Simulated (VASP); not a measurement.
# O in VASP: a series of runs

The runs below take O through relaxation of the atoms, single point, with PBE.

Everything below comes from runs of VASP 6.6.1. Logs are shortened: lines on timing, memory, paths and dates and some standing lists are left out, and cuts for length are marked.

## (1) The cell of the first run

The structure is monoclinic, space group C2/m (No. 12). The conventional cell has a = 5.802 Å, b = 3.417 Å, c = 4.203 Å, α = 90.00°, β = 117.39°, γ = 90.00°. Within 1.6 Å of O (site symmetry m) lie 1 O at 1.22 Å.

## (2) Relaxation of the atoms, PBE

Contents of INCAR:

```
SYSTEM = O
ALGO = Normal ; EDIFF = 1E-6
EDIFFG = -0.01 ; ENCUT = 520
GGA = PE ; IBRION = 2
ISIF = 2 ; ISMEAR = -1
LASPH = .True. ; LCHARG = .False.
LREAL = .False. ; LUSENCCL = .False.
LWAVE = .False. ; NELM = 60
NSW = 60 ; PREC = Accurate
SIGMA = 0.05
```

Contents of KPOINTS:

```
k-points
0
Gamma
  9 9 9
  0 0 0
```

Contents of POSCAR:

```
O
1.0
    1.7084468630      0.9670316238      3.7319995215
   -1.7084468630      0.9670316238      3.7319995215
    0.0000000000     -1.9340632475      3.7319995215
O
2
Direct
    0.0546147200      0.0546147200      0.0546147200
    0.9453852800      0.9453852800      0.9453852800
```

Potentials or basis: VASP PAW PBE potentials, release 64 (O).

Command:

```
> cat potpaw_PBE.64/O/POTCAR > POTCAR
> mpirun -np 1 vasp_std > vasp.out
```

OUTCAR:

```text
SYSTEM = O
   EDIFF = 1E-6
   EDIFFG = -0.01
   ENCUT = 520
   GGA = PE
   IBRION = 2
   ISIF = 2
   ISMEAR = -1
   LASPH = .True.
   LREAL = .False.
   NELM = 60
   NSW = 60
   PREC = Accurate

 ion  position               nearest neighbor table
   1  0.055  0.055  0.055-   2 1.22
   2  0.945  0.945  0.945-   1 1.22

  LATTYP: Found a base centered monoclinic cell.
 ALAT       =     5.8021897426
 B/A-ratio  =     0.5888972746
 C/A-ratio  =     0.7244475424
 COS(beta)  =    -0.4601207318

  Lattice vectors:

 A1 = (   1.7084468630,   2.9010948713,   0.0000000000)
 A2 = (  -1.7084468630,   2.9010948713,   0.0000000000)
 A3 = (   0.0000000000,  -1.9340632475,   3.7319995215)

Analysis of symmetry for initial positions (statically):
=====================================================================
 Subroutine PRICEL returns:
 Original cell was already a primitive cell.

 Routine SETGRP: Setting up the symmetry group for a
 base centered monoclinic supercell.

 Subroutine GETGRP returns: Found  4 space group operations
 (whereof  4 operations were pure point group operations)
 out of a pool of  4 trial point group operations.

The static configuration has the point symmetry C_2h.

Analysis of symmetry for dynamics (positions and initial velocities):
=====================================================================
 Subroutine PRICEL returns:
 Original cell was already a primitive cell.

 Routine SETGRP: Setting up the symmetry group for a
 base centered monoclinic supercell.

 Subroutine GETGRP returns: Found  4 space group operations
 (whereof  4 operations were pure point group operations)
 out of a pool of  4 trial point group operations.

The dynamic configuration has the point symmetry C_2h.

 Subroutine INISYM returns: Found  4 space group operations
 (whereof  4 operations are pure point group operations),
 and found     1 'primitive' translations

----------------------------------------------------------------------------------------

                                     Primitive cell

  volume of cell :      36.9943

  direct lattice vectors                    reciprocal lattice vectors
     1.708446863  0.967031624  3.731999522     0.292663477  0.172348724  0.089317625
    -1.708446863  0.967031624  3.731999522    -0.292663477  0.172348724  0.089317625
     0.000000000 -1.934063247  3.731999522     0.000000000 -0.344697449  0.089317625

  length of vectors
     4.216842572  4.216842572  4.203382099     0.351188884  0.351188884  0.356081408

  position of ions in fractional coordinates (direct lattice)
     0.054614720  0.054614720  0.054614720
     0.945385280  0.945385280  0.945385280

  ion indices of the primitive-cell ions
   primitive index   ion index
                 1           1
                 2           2

----------------------------------------------------------------------------------------

 KPOINTS: k-points

Automatic generation of k-mesh.
 Grid dimensions read from file:
 generate k-points for:    9    9    9

 Generating k-lattice:

  Cartesian coordinates                     Fractional coordinates (reciprocal lattice)
     0.032518164  0.019149858  0.009924181     0.111111111  0.000000000  0.000000000
    -0.032518164  0.019149858  0.009924181     0.000000000  0.111111111  0.000000000
     0.000000000 -0.038299717  0.009924181     0.000000000  0.000000000  0.111111111

  Length of vectors
     0.039020987  0.039020987  0.039564601

  Shift w.r.t. Gamma in fractional coordinates (k-lattice)
     0.000000000  0.000000000  0.000000000

 Subroutine IBZKPT returns following result:
 ===========================================

 Found    205 irreducible k-points:

 Following reciprocal coordinates:
            Coordinates               Weight
  0.000000  0.000000  0.000000      1.000000
  0.111111  0.000000  0.000000      4.000000
  0.222222  0.000000  0.000000      4.000000
  0.333333  0.000000  0.000000      4.000000
  0.444444  0.000000  0.000000      4.000000
  0.111111  0.111111  0.000000      2.000000
[... 16 lines left out ...]
 -0.333333  0.333333  0.000000      2.000000
  0.444444  0.444444  0.000000      2.000000
 [... further k-points ...]
   k-points           NKPTS =    205   k-points in BZ     NKDIM =    205   number of bands    NBANDS=     10
   number of dos      NEDOS =    301   number of ions     NIONS =      2
   total plane-waves  NPLWV =  32768
   dimension x,y,z NGX =    32 NGY =   32 NGZ =   32
   dimension x,y,z NGXF=    64 NGYF=   64 NGZF=   64
   ions per type =               2
   NGX,Y,Z   is equivalent  to a cutoff of  12.62, 12.62, 12.66 a.u.
   NGXF,Y,Z  is equivalent  to a cutoff of  25.23, 25.23, 25.31 a.u.
 SYSTEM =  O
   PREC   = accura    normal or accurate (medium, high low for compatibility)
   ISTART =      0    job   : 0-new  1-cont  2-samecut
   ICHARG =      2    charge: 1-file 2-atom 10-const
   ISPIN  =      1    spin polarized calculation?
   LNONCOLLINEAR =      F non collinear calculations
   LSORBIT =      F    spin-orbit coupling
   LASPH  =      T    aspherical Exc in radial PAW
   ENCUT  =  520.0 eV  38.22 Ry    6.18 a.u.   7.84  7.84  7.82*2*pi/ulx,y,z
   NELM   =     60;   NELMIN=  2; NELMDL= -5     # of ELM steps
   EDIFF  = 0.1E-05   stopping-criterion for ELM
   LREAL  =      F    real-space projection
   EDIFFG = -.1E-01   stopping-criterion for IOM
   NSW    =     60    number of steps for IOM
   IBRION =      2    ionic relax: 0-MD 1-quasi-New 2-CG
   NFREE  =      1    steps in history (QN), initial steepest desc. (CG)
   ISIF   =      2    stress and relaxation
   ISYM   =      2    0-nonsym 1-usesym 2-fastsym
   POTIM  = 0.5000    time-step for ionic-motion
   TEBEG  =    0.0;   TEEND  =   0.0 temperature during run
   PSTRESS=    0.0 pullay stress
   NELECT =      12.0000    total number of electrons
   NUPDOWN=      -1.0000    fix difference up-down
   EMIN   =  10.00;   EMAX   =-10.00  energy-range for DOS
   EFERMI =   0.00;   METHOD = LEGACY
   ISMEAR =    -1;   SIGMA  =   0.05  broadening in eV -4-tet -1-fermi 0-gaus
   EFERMI_NEDOS =   21; number of points for ismear=-14 and -15
   IALGO  =     38    algorithm
   IMIX   =      4    mixing-type and parameters
     AMIX     =   0.40;   BMIX     =  1.00
     AMIX_MAG =   1.60;   BMIX_MAG =  1.00
  volume/ion in A,a.u.               =      18.50       124.82
  Fermi-wavevector in a.u.,A,eV,Ry     =   1.124839  2.125637 17.214936  1.265262
  Thomas-Fermi vector in A             =   2.261513
   LORBIT       =      0    0 simple, 1 ext, 2 COOP (PROOUT), +10 PAW based schemes
   GGA     = PE    functional components
   LHFCALC =     F    Hartree Fock is set to
   AEXX    =    0.0000 exact exchange contribution
   IVDW    =     0    specifies the selected vdW correction
   LEPSILON=     F    determine dielectric tensor
   LRPA    =     F    only Hartree local field effects (RPA)
 conjugate gradient relaxation of ions
 non-spin polarized calculation
  energy-cutoff  :      520.00
  volume of cell :       36.99
 maximum number of plane-waves:      1013
   NGX = 15   NGY = 15   NGZ = 15

--------------------------------------- Ionic step        1  -------------------------------------------

 number of electron      11.9999995 magnetization

 Free energy of the ion-electron system (eV)
  ---------------------------------------------------
  ext. energy  EPLUGINS =         0.00000000
  ---------------------------------------------------
  free energy    TOTEN  =        -9.13975738 eV

  energy without entropy =       -9.09723775  energy(sigma->0) =       -9.11849756

------------------------ aborting loop because EDIFF is reached ----------------------------------------

  FORCE on cell =-STRESS in cart. coord.  units (eV):
  Direction    XX          YY          ZZ          XY          YZ          ZX
  --------------------------------------------------------------------------------------
  -------------------------------------------------------------------------------------
  Total       -0.7496566     -0.8153488      0.7929222      0.0000000     -0.0019811      0.0000000
  in kB      -32.4666877    -35.3117324     34.3404674      0.0000000     -0.0857980      0.0000000
  external PRESSURE =     -11.1459842 kB  Pullay stress =       0.0000000 kB
[... 57 lines left out ...]
  energy  without entropy=       -8.9825164954  energy(sigma->0) =       -9.00423732

--------------------------------------- Ionic step        3  -------------------------------------------

 number of electron      11.9999995 magnetization

 Free energy of the ion-electron system (eV)
  ---------------------------------------------------
  ext. energy  EPLUGINS =         0.00000000
  ---------------------------------------------------
  free energy    TOTEN  =        -9.14358177 eV

  energy without entropy =       -9.10089013  energy(sigma->0) =       -9.12223595

 E-fermi :  -2.2309     XC(G=0):  -7.1804

 val. band max:       -2.2316594337   @ k =  -0.1111  -0.1111   0.4444
 cond. band min:      -2.2266873723   @ k =  -0.1111  -0.2222   0.3333
 fundamental gap:      0.0049720614
 Fermi energy:        -2.2308561502

 k-point     1 :       0.0000    0.0000    0.0000
  band No.  band energies     occupation
      1     -28.4051      2.00000
      2     -16.0408      2.00000
      3      -9.8834      2.00000
      4      -8.3918      2.00000
      5      -8.3698      2.00000
      6      -2.0395      0.04263
      7      -2.0215      0.02990
      8       4.2066      0.00000
      9       7.7932      0.00000
     10      11.3293      0.00000
[... 287 lines left out ...]
 k-point    24 :       0.4444    0.4444    0.0000
  band No.  band energies     occupation
      1     -28.3123      2.00000
      2     -16.1657      2.00000
      3      -9.2226      2.00000
      4      -9.0472      2.00000
      5      -8.6543      2.00000
      6      -2.7473      1.99993
      7      -1.9482      0.00698
      8       6.2520      0.00000
      9       8.0932      0.00000
     10      10.0205      0.00000

 [... further k-points ...]
[... 5 lines left out ...]
  --------------------------------------------------------------------------------------
  -------------------------------------------------------------------------------------
  Total       -0.7463460     -0.8118862     -0.1442095      0.0000000     -0.0020692      0.0000000
  in kB      -32.3233092    -35.1617714     -6.2455327      0.0000000     -0.0896163      0.0000000
  external PRESSURE =     -24.5768711 kB  Pullay stress =       0.0000000 kB
[... 17 lines left out ...]
  FREE ENERGIE OF THE ION-ELECTRON SYSTEM (eV)
  ---------------------------------------------------
  free  energy   TOTEN  =        -9.1435817714 eV

  energy  without entropy=       -9.1008901267  energy(sigma->0) =       -9.12223595

 reached required accuracy - stopping structural energy minimisation
```

Run time: 3.9 min. Hardware: 1 × NVIDIA H100 80GB with 1 thread of AMD EPYC 7R13 (Zen 3), shared host; peak memory 1.2 GiB.

What came out:

| Item | Value |
| --- | --- |
| Free energy | -9.1436 eV |
| Energy gained by relaxing | 1.9 meV/atom |
| Ionic steps | 3 |
| Pressure after relaxing | -2.5 GPa |
| Largest force after relaxing | 0.009 eV/Å |
| Band gap on the k mesh | zero (band 6 reaches -1.89 eV, above the bottom of band 7 at -2.37 eV) |

Forces on the atoms (eV/Å):
```
O    0.000  0.003 -0.009
O    0.000 -0.003  0.009
```

Stress tensor (GPa, compression positive):
```
-3.23  0.00  0.00
 0.00 -3.52 -0.01
 0.00 -0.01 -0.62
```

Step by step:
| step | energy change (eV) | largest force (eV/Å) | pressure (GPa) |
| --- | --- | --- | --- |
| 1 | 0.0000 | 0.7528 | -1.11 |
| 2 | 0.1138 | 3.4939 | -8.91 |
| 3 | -0.0038 | 0.0092 | -2.46 |

Final structure:
```cif
data_structure
_symmetry_space_group_name_H-M 'P 1'
_symmetry_Int_Tables_number 1
_cell_length_a 4.2168
_cell_length_b 4.2168
_cell_length_c 4.2034
_cell_angle_alpha 47.136
_cell_angle_beta 47.136
_cell_angle_gamma 47.801
_cell_volume 36.99
loop_
_atom_site_label
_atom_site_type_symbol
_atom_site_fract_x
_atom_site_fract_y
_atom_site_fract_z
_atom_site_occupancy
O1 O 0.05508 0.05508 0.05507 1
O2 O 0.94492 0.94492 0.94493 1
```

Levels at points of the mesh, in eV from the Fermi level:
```
           k point  band 4  band 5  band 6  band 7  band 8  band 9
(0.00, 0.00, 0.00)   -6.16   -6.14    0.19    0.21    6.44   10.02
```

Caveat: the standard files for N, O and F lose accuracy on very short bonds; spin is off for a triplet molecule.

## (3) Single point, PBE

This run uses another cell than the first one, of 17.41 Å³/atom, 0.941 times its volume.

Contents of INCAR:

```
SYSTEM = O
PREC = Accurate
ENCUT = 520
EDIFF = 1E-6
ISMEAR = -1
SIGMA = 0.05
LREAL = .FALSE.
LASPH = .TRUE.
NELM = 100
ALGO = Normal
ISIF = 2
LWAVE = .FALSE.
LCHARG = .FALSE.
GGA = PE
NBANDS = 13
```

Contents of KPOINTS:

```
Automatic mesh
0
G
  9 9 9
  0 0 0
```

Contents of POSCAR:

```
O
1.0
    1.6079499887      0.9670316238      3.7319995215
   -1.6079499887      0.9670316238      3.7319995215
    0.0000000000     -1.9340632475      3.7319995215
O
2
Direct
    0.0539971304      0.0539971304      0.0550437612
    0.9460028696      0.9460028696      0.9449562388
```

Potentials or basis: VASP PAW PBE potentials, release 64 (O).

Command:

```
> cat potpaw_PBE.64/O/POTCAR > POTCAR
> mpirun -np 1 vasp_std > vasp.out
```

Run time: 46 s. Hardware: 1 thread of AMD EPYC 7R13, shared host; peak memory 0.21 GiB.

It converged, with:

```
Free energy            : -9.1822 eV
Pressure               : -0.6 GPa
Largest force          : 1.192 eV/Å
Band gap on the k mesh : zero (band 6 reaches -1.49 eV, above the bottom of band 7 at -2.02 eV)
```

Forces in eV/Å, atoms in the order of the input:
```
O    0.000 -0.003  1.192
O    0.000  0.003 -1.192
```

Stress tensor (GPa, compression positive):
```
-4.46  0.00  0.00
 0.00 -3.75  0.03
 0.00  0.03  6.53
```

Levels at points of the mesh, in eV from the Fermi level:
```
           k point  band 4  band 5  band 6  band 7  band 8  band 9
(0.00, 0.00, 0.00)   -6.40   -6.34    0.23    0.28    6.58   10.51
```

Caveat: the standard files for N, O and F lose accuracy on very short bonds; spin is off for a triplet molecule; forces of over 1 eV/Å act on the atoms, so gaps and moduli don't describe the material at rest.

## (4) Single point, PBE (volume scaled by 0.96)

Contents of INCAR:

```
SYSTEM = O
PREC     = Accurate       ! precision mode
ENCUT    = 520            ! plane-wave cutoff, eV
EDIFF    = 1E-7           ! SCF threshold, eV
ISMEAR   = -1             ! smearing method
SIGMA    = 0.05           ! smearing width, eV
LREAL    = .FALSE.        ! projectors in reciprocal space
LASPH    = .TRUE.         ! aspherical terms in the spheres
NELM     = 60             ! most SCF steps
ALGO     = Normal         ! electronic algorithm
ISIF     = 2              ! what is computed and relaxed
LWAVE    = .FALSE.        ! write WAVECAR
LCHARG   = .FALSE.        ! write CHGCAR
GGA      = PE             ! functional
NBANDS   = 13             ! bands
```

KPOINTS is that of step 3.

Contents of POSCAR:

```
O
1.0
    1.6523106988      0.9539620267      3.6815609125
   -1.6523106988      0.9539620267      3.6815609125
    0.0000000000     -1.9079240534      3.6815609125
O
2
Direct
    0.0546147200      0.0546147200      0.0546147200
    0.9453852800      0.9453852800      0.9453852800
```

Potentials or basis: VASP PAW PBE potentials, release 64 (O).

Command:

```
> cat potpaw_PBE.64/O/POTCAR > POTCAR
> mpirun -np 1 vasp_std > vasp.out
```

OUTCAR:

```text
SYSTEM = O
   PREC = Accurate
   ENCUT = 520
   EDIFF = 1E-7
   ISMEAR = -1
   LREAL = .FALSE.
   LASPH = .TRUE.
   NELM = 60
   ISIF = 2
   GGA = PE

 ion  position               nearest neighbor table
   1  0.055  0.055  0.055-   2 1.21
   2  0.945  0.945  0.945-   1 1.21

  LATTYP: Found a trigonal (rhomboedric) cell.
 ALAT       =     4.1465726747
 COS(alpha) =     0.6824333683

  Lattice vectors:

 A1 = (   1.6523106988,   0.9539620267,   3.6815609125)
[... 559 lines left out ...]
      7      -1.4539      0.00276
      8       7.1090      0.00000
      9       8.6988      0.00000
     10      10.6610      0.00000
     11      11.1182      0.00000
     12      14.0498      0.00000
     13      16.4514      0.00000

 [... further k-points ...]
[... 5 lines left out ...]
  --------------------------------------------------------------------------------------
  -------------------------------------------------------------------------------------
  Total       -0.8525482     -0.8525482      2.4420941      0.0000000      0.0000000      0.0000000
  in kB      -39.2304668    -39.2304668    112.3742828      0.0000000      0.0000000      0.0000000
  external PRESSURE =      11.3044497 kB  Pullay stress =       0.0000000 kB

 VOLUME and BASIS-vectors are now :
 -----------------------------------------------------------------------------
  energy-cutoff  :      520.00
  volume of cell :       34.82
      direct lattice vectors                 reciprocal lattice vectors
     1.652310699  0.953962027  3.681560913     0.302606526  0.174709959  0.090541306
    -1.652310699  0.953962027  3.681560913    -0.302606526  0.174709959  0.090541306
     0.000000000 -1.907924053  3.681560913     0.000000000 -0.349419918  0.090541306

 POSITION                                       TOTAL-FORCE (eV/Angst)
 -----------------------------------------------------------------------------------
      0.00000      0.00000      0.60320         0.000000     -0.000000      2.071916
      0.00000      0.00000     10.44148         0.000000      0.000000     -2.071916
 -----------------------------------------------------------------------------------
    total drift:                               -0.000000     -0.000000      0.000000

  FREE ENERGIE OF THE ION-ELECTRON SYSTEM (eV)
  ---------------------------------------------------
  free  energy   TOTEN  =        -9.1521875195 eV

  energy  without entropy=       -9.1148792200  energy(sigma->0) =       -9.13353337
```

stdout:

```text
POSCAR found type information on POSCAR O
 POSCAR found :  1 types and       2 ions
 scaLAPACK will be used
 LDA part: xc-table for (Slater+PW92), standard interpolation
 POSCAR, INCAR and KPOINTS ok, starting setup
 FFT: planning ... GRIDC
 FFT: planning ... GRID_SOFT
 FFT: planning ... GRID
 WAVECAR not read
 entering main loop
```

Run time: 69 s. Hardware: 1 thread of Intel Xeon 8259CL, shared host; peak memory 0.18 GiB.

Results:

```
Free energy            : -9.1522 eV
Pressure               : 1.1 GPa
Largest force          : 2.072 eV/Å
Band gap on the k mesh : zero (band 6 reaches -1.39 eV, above the bottom of band 7 at -1.93 eV)
```

Forces in eV/Å, atoms in the order of the input:
```
O    0.000  0.000  2.072
O    0.000  0.000 -2.072
```

Stress tensor (GPa, compression positive):
```
-3.92  0.00  0.00
 0.00 -3.92  0.00
 0.00  0.00 11.24
```

Levels at points of the mesh, in eV from the Fermi level:
| k point | band 3 | band 4 | band 5 | band 6 | band 7 | band 8 | band 9 | band 10 |
| --- | --- | --- | --- | --- | --- | --- | --- | --- |
| (0.00, 0.00, 0.00) | -8.01 | -6.57 | -6.57 | 0.24 | 0.24 | 6.47 | 10.78 | 13.51 |

Caveat: the cell differs from its parent crystal (volume scaled by 0.96); the standard files for N, O and F lose accuracy on very short bonds; spin is off for a triplet molecule; forces of over 1 eV/Å act on the atoms, so gaps and moduli don't describe the material at rest.

## (5) Overview

```tsv
task	cell	gap on the mesh (eV)	pressure (GPa)	largest force (eV/Å)
relaxation of the atoms	atoms relaxed from a = 4.217, b = 4.217, c = 4.203 Å, angles 47.1, 47.1, 47.8°, 2 atoms	none	-2.5	0.01
single point	a = 4.177, b = 4.177, c = 4.203 Å, angles 46.6, 46.6, 45.3°, 2 atoms	none	-0.6	1.19
single point	a = 4.147 Å, angles 47.0°, 2 atoms	none	1.1	2.07
```

Alike in all rows: level PBE; potentials or basis VASP PAW PBE potentials, release 64 (O); no spin polarisation; k mesh 9 × 9 × 9; cutoff (eV) 520; smearing fermi-dirac 0.05 eV.

Caveats: the standard files for N, O and F lose accuracy on very short bonds; spin is off for a triplet molecule; forces of over 1 eV/Å act on the atoms, so gaps and moduli don't describe the material at rest (some runs).

Absolute energies hang on the potentials; compare differences alone.
